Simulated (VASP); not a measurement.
# TaN (I4/mmm) in VASP: further runs, part 2 of 3

VASP 6.6.1. The steps go on from the part before.

## Step 3: Single point, PBEsol (strain -0.0300 x Voigt [1, 0, 0, 0, 0, 0])

Contents of INCAR:

```
PREC     = Accurate       # precision mode
ENCUT    = 520            # plane-wave cutoff, eV
EDIFF    = 1E-6           # SCF threshold, eV
ISMEAR   = 0              # smearing method
SIGMA    = 0.15           # smearing width, eV
LREAL    = False          # projectors in reciprocal space
LASPH    = True           # aspherical terms in the spheres
NELM     = 60             # most SCF steps
ALGO     = Normal         # electronic algorithm
ISIF     = 2              # what is computed and relaxed
LWAVE    = False          # write WAVECAR
LCHARG   = True           # write CHGCAR
GGA      = PS             # functional
LELF     = True           # ELF
LVHAR    = True         
NBANDS   = 15             # bands
```

Contents of KPOINTS:

```
Automatic mesh
0
Gamma
  18 18 18
```

Contents of POSCAR:

```
TaN
1.0
    0.0000000000      2.1790000000      2.1790000000
    2.1136300000      0.0000000000      2.1790000000
    2.1136300000      2.1790000000      0.0000000000
Ta N
1 1
Direct
    0.5000000000      0.5000000000      0.5000000000
    0.0000000000      0.0000000000      0.0000000000
```

Potentials or basis: VASP PAW PBE potentials, release 64 (Ta_pv, N).

Launch:

```console
$ cat potpaw_PBE.64/Ta_pv/POTCAR potpaw_PBE.64/N/POTCAR > POTCAR
$ mpirun -np 1 vasp_std > vasp.out
```

OUTCAR:

```text
PREC = Accurate
   ENCUT = 520
   EDIFF = 1E-6
   ISMEAR = 0
   LREAL = False
   LASPH = True
   NELM = 60
   ISIF = 2
   GGA = PS

 ion  position               nearest neighbor table
   1  0.500  0.500  0.500-   2 2.11   2 2.11   2 2.18   2 2.18   2 2.18   2 2.18
   2  0.000  0.000  0.000-   1 2.11   1 2.11   1 2.18   1 2.18   1 2.18   1 2.18

  LATTYP: Found a body centered tetragonal cell.
 ALAT       =     3.0815713524
 C/A-ratio  =     1.3717871555

  Lattice vectors:

 A1 = (  -2.1136300000,   0.0000000000,  -2.1790000000)
 A2 = (  -2.1136300000,   0.0000000000,   2.1790000000)
 A3 = (   2.1136300000,   2.1790000000,   0.0000000000)

Analysis of symmetry for initial positions (statically):
=====================================================================
 Subroutine PRICEL returns:
 Original cell was already a primitive cell.

 Routine SETGRP: Setting up the symmetry group for a
 body centered tetragonal supercell.

 Subroutine GETGRP returns: Found 16 space group operations
 (whereof 16 operations were pure point group operations)
 out of a pool of 16 trial point group operations.

The static configuration has the point symmetry D_4h.

Analysis of symmetry for dynamics (positions and initial velocities):
=====================================================================
 Subroutine PRICEL returns:
 Original cell was already a primitive cell.

 Routine SETGRP: Setting up the symmetry group for a
 body centered tetragonal supercell.

 Subroutine GETGRP returns: Found 16 space group operations
 (whereof 16 operations were pure point group operations)
 out of a pool of 16 trial point group operations.

The dynamic configuration has the point symmetry D_4h.

 Subroutine INISYM returns: Found 16 space group operations
 (whereof 16 operations are pure point group operations),
 and found     1 'primitive' translations

----------------------------------------------------------------------------------------

                                     Primitive cell

  volume of cell :      20.0712

  direct lattice vectors                    reciprocal lattice vectors
     0.000000000  2.179000000  2.179000000    -0.236559852  0.229463056  0.229463056
     2.113630000  0.000000000  2.179000000     0.236559852 -0.229463056  0.229463056
     2.113630000  2.179000000  0.000000000     0.236559852  0.229463056 -0.229463056

  length of vectors
     3.081571352  3.035699718  3.035699718     0.401580816  0.401580816  0.401580816

  position of ions in fractional coordinates (direct lattice)
     0.500000000  0.500000000  0.500000000
     0.000000000  0.000000000  0.000000000

  ion indices of the primitive-cell ions
   primitive index   ion index
                 1           1
                 2           2

----------------------------------------------------------------------------------------

 KPOINTS: Automatic mesh

Automatic generation of k-mesh.
 Grid dimensions read from file:
 generate k-points for:   18   18   18

 Generating k-lattice:

  Cartesian coordinates                     Fractional coordinates (reciprocal lattice)
    -0.013142214  0.012747948  0.012747948     0.055555556  0.000000000  0.000000000
     0.013142214 -0.012747948  0.012747948     0.000000000  0.055555556 -0.000000000
[... 42 lines left out ...]
   total plane-waves  NPLWV =  13824
   dimension x,y,z NGX =    24 NGY =   24 NGZ =   24
   dimension x,y,z NGXF=    48 NGYF=   48 NGZF=   48
   ions per type =               1   1
   NGX,Y,Z   is equivalent  to a cutoff of  12.95, 13.14, 13.14 a.u.
   NGXF,Y,Z  is equivalent  to a cutoff of  25.90, 26.29, 26.29 a.u.
 SYSTEM =  unknown system
   PREC   = accura    normal or accurate (medium, high low for compatibility)
   ISTART =      0    job   : 0-new  1-cont  2-samecut
   ICHARG =      2    charge: 1-file 2-atom 10-const
   ISPIN  =      1    spin polarized calculation?
   LNONCOLLINEAR =      F non collinear calculations
   LSORBIT =      F    spin-orbit coupling
   LASPH  =      T    aspherical Exc in radial PAW
   ENCUT  =  520.0 eV  38.22 Ry    6.18 a.u.   5.73  5.64  5.64*2*pi/ulx,y,z
   NELM   =     60;   NELMIN=  2; NELMDL= -5     # of ELM steps
   EDIFF  = 0.1E-05   stopping-criterion for ELM
   LREAL  =      F    real-space projection
   EDIFFG = 0.1E-04   stopping-criterion for IOM
   NSW    =      0    number of steps for IOM
   IBRION =     -1    ionic relax: 0-MD 1-quasi-New 2-CG
   NFREE  =      0    steps in history (QN), initial steepest desc. (CG)
   ISIF   =      2    stress and relaxation
   ISYM   =      2    0-nonsym 1-usesym 2-fastsym
   POTIM  = 0.5000    time-step for ionic-motion
   TEBEG  =    0.0;   TEEND  =   0.0 temperature during run
   PSTRESS=    0.0 pullay stress
   NELECT =      16.0000    total number of electrons
   NUPDOWN=      -1.0000    fix difference up-down
   EMIN   =  10.00;   EMAX   =-10.00  energy-range for DOS
   EFERMI =   0.00;   METHOD = LEGACY
   ISMEAR =     0;   SIGMA  =   0.15  broadening in eV -4-tet -1-fermi 0-gaus
   EFERMI_NEDOS =   21; number of points for ismear=-14 and -15
   IALGO  =     38    algorithm
   IMIX   =      4    mixing-type and parameters
     AMIX     =   0.40;   BMIX     =  1.00
     AMIX_MAG =   1.60;   BMIX_MAG =  1.00
  volume/ion in A,a.u.               =      10.04        67.72
  Fermi-wavevector in a.u.,A,eV,Ry     =   1.517948  2.868507 31.350101  2.304167
  Thomas-Fermi vector in A             =   2.627135
   LORBIT       =      0    0 simple, 1 ext, 2 COOP (PROOUT), +10 PAW based schemes
   GGA     = PS    functional components
   LHFCALC =     F    Hartree Fock is set to
   AEXX    =    0.0000 exact exchange contribution
   IVDW    =     0    specifies the selected vdW correction
   LEPSILON=     F    determine dielectric tensor
   LRPA    =     F    only Hartree local field effects (RPA)
 non-spin polarized calculation
 Gauss-broadening in eV      SIGMA  =   0.15
  energy-cutoff  :      520.00
  volume of cell :       20.07
 maximum number of plane-waves:       556
   NGX = 11   NGY = 11   NGZ = 11

 number of electron      15.9999997 magnetization

 Free energy of the ion-electron system (eV)
  ---------------------------------------------------
  ext. energy  EPLUGINS =         0.00000000
  ---------------------------------------------------
  free energy    TOTEN  =       -23.13516556 eV

  energy without entropy =      -23.12667674  energy(sigma->0) =      -23.13092115

 E-fermi :  10.0467     XC(G=0): -13.9079

 val. band max:       10.0463717896   @ k =  -0.2778   0.1667   0.0000
 cond. band min:      10.0471772547   @ k =  -0.3889   0.2222   0.2222
 fundamental gap:      0.0008054652
 Fermi energy:        10.0466521871

 k-point     1 :       0.0000    0.0000    0.0000
  band No.  band energies     occupation
      1     -25.5487      2.00000
      2     -25.5487      2.00000
      3     -25.5413      2.00000
      4      -9.2506      2.00000
      5       6.0227      2.00000
      6       6.0227      2.00000
      7       6.2046      2.00000
      8       7.6217      2.00000
      9       7.6217      2.00000
     10       8.0113      2.00000
     11       9.8492      1.93740
     12      10.1111      0.54368
     13      12.3265      0.00000
     14      19.4503      0.00000
[... 401 lines left out ...]
      2     -25.6383      2.00000
      3     -25.5710      2.00000
      4      -7.7805      2.00000
      5       2.1160      2.00000
      6       3.2871      2.00000
      7       3.6695      2.00000
      8       9.0621      2.00000
      9       9.2203      2.00000
     10      10.1739      0.23023
     11      12.8365      0.00000
     12      14.5348      0.00000
     13      15.7461      0.00000
     14      22.5341      0.00000
     15      22.9356      0.00000

 [... further k-points ...]

------------------------ aborting loop because EDIFF is reached ----------------------------------------

  FORCE on cell =-STRESS in cart. coord.  units (eV):
  Direction    XX          YY          ZZ          XY          YZ          ZX
  --------------------------------------------------------------------------------------
  -------------------------------------------------------------------------------------
  Total        4.4775646      1.3008813      1.3008813     -0.0000000      0.0000000      0.0000000
  in kB      357.4201447    103.8424238    103.8424238     -0.0000000      0.0000000      0.0000000
  external PRESSURE =     188.3683308 kB  Pullay stress =       0.0000000 kB

 VOLUME and BASIS-vectors are now :
 -----------------------------------------------------------------------------
  energy-cutoff  :      520.00
  volume of cell :       20.07
      direct lattice vectors                 reciprocal lattice vectors
     0.000000000  2.179000000  2.179000000    -0.236559852  0.229463056  0.229463056
     2.113630000  0.000000000  2.179000000     0.236559852 -0.229463056  0.229463056
     2.113630000  2.179000000  0.000000000     0.236559852  0.229463056 -0.229463056

 POSITION                                       TOTAL-FORCE (eV/Angst)
 -----------------------------------------------------------------------------------
      2.11363      2.17900      2.17900        -0.000000     -0.000000      0.000000
      0.00000      0.00000      0.00000         0.000000      0.000000     -0.000000
 -----------------------------------------------------------------------------------
    total drift:                                0.000000     -0.000000     -0.000000

  FREE ENERGIE OF THE ION-ELECTRON SYSTEM (eV)
  ---------------------------------------------------
  free  energy   TOTEN  =       -23.1351655604 eV

  energy  without entropy=      -23.1266767440  energy(sigma->0) =      -23.13092115
```

It took 40 s on 1 thread of Intel Xeon 6975P-C (Granite Rapids), shared host; peak memory 0.26 GiB.

Results:

```yaml
Free_energy: -23.1352 eV
Pressure: 18.8 GPa
Band_gap_on_the_k_mesh: zero (bands 8 and 9 overlap by 4.36 eV)
```

Stress tensor (GPa, compression positive):
```
35.74  0.00  0.00
 0.00 10.38  0.00
 0.00  0.00 10.38
```

Levels at points of the mesh, in eV from the Fermi level:
```csv
k point,band 5,band 6,band 7,band 8,band 9,band 10,band 11,band 12
"(0.00, 0.00, 0.00)",-4.02,-4.02,-3.84,-2.42,-2.42,-2.04,-0.20,0.06
"(0.50, 0.00, 0.00)",-10.89,-8.04,-8.02,1.93,2.23,2.25,3.98,7.78
"(0.50, 0.50, 0.00)",-6.86,-5.89,-4.78,-4.60,2.20,3.68,4.10,5.23
"(0.00, 0.50, 0.50)",-6.49,-5.96,-4.86,-4.86,2.31,3.90,3.90,5.26
```

Caveat: the cell differs from its parent crystal (strain -0.0300 x Voigt [1, 0, 0, 0, 0, 0]); the cell stands under pressure; the PAW data sets were made with another functional, which shifts forces and pressure a little; spin-orbit coupling is left out, which moves the levels of the heavy elements.

## Step 4: Single point, PBEsol (strain -0.0200 x Voigt [1, 0, 0, 0, 0, 0])

Contents of INCAR:

```
SYSTEM = TaN
PREC = Accurate
ENCUT = 520
EDIFF = 1E-6
ISMEAR = 0
SIGMA = 0.15
LREAL = .FALSE.
LASPH = .TRUE.
NELM = 100
ALGO = Normal
ISIF = 2
LWAVE = .FALSE.
LCHARG = .FALSE.
GGA = PS
NBANDS = 15
```

Contents of KPOINTS:

```
Automatic mesh
0
G
  18 18 18
  0 0 0
```

Contents of POSCAR:

```
TaN
1.0
    0.0000000000      2.1790000000      2.1790000000
    2.1354200000      0.0000000000      2.1790000000
    2.1354200000      2.1790000000      0.0000000000
Ta N
1 1
Direct
    0.5000000000      0.5000000000      0.5000000000
    0.0000000000      0.0000000000      0.0000000000
```

Launch:

```console
$ cat potpaw_PBE.64/Ta_pv/POTCAR potpaw_PBE.64/N/POTCAR > POTCAR
$ mpirun -np 1 vasp_std > vasp.out
```

It took 39 s on 1 thread of Intel Xeon 6975P-C (Granite Rapids), shared host; peak memory 0.26 GiB.

Results (log left out):

- Free energy: -23.1740 eV
- Pressure: 13.9 GPa
- Band gap on the k mesh: zero (bands 8 and 9 overlap by 4.31 eV)

Stress tensor (GPa, compression positive):
```
24.34  0.00  0.00
 0.00  8.75  0.00
 0.00  0.00  8.75
```

Levels at points of the mesh, in eV from the Fermi level:
```tsv
k point	band 6	band 7	band 8	band 9	band 10	band 11
(0.00, 0.00, 0.00)	-3.98	-3.86	-2.36	-2.36	-2.10	-0.12
(0.50, 0.00, 0.00)	-7.96	-7.94	1.95	2.14	2.18	3.95
(0.50, 0.50, 0.00)	-5.83	-4.75	-4.64	2.20	3.69	3.97
(0.00, 0.50, 0.50)	-5.87	-4.80	-4.80	2.26	3.83	3.83
```

Caveat: the cell differs from its parent crystal (strain -0.0200 x Voigt [1, 0, 0, 0, 0, 0]); the cell stands under pressure; the PAW data sets were made with another functional, which shifts forces and pressure a little; spin-orbit coupling is left out, which moves the levels of the heavy elements.

[end of part 2 of 3]
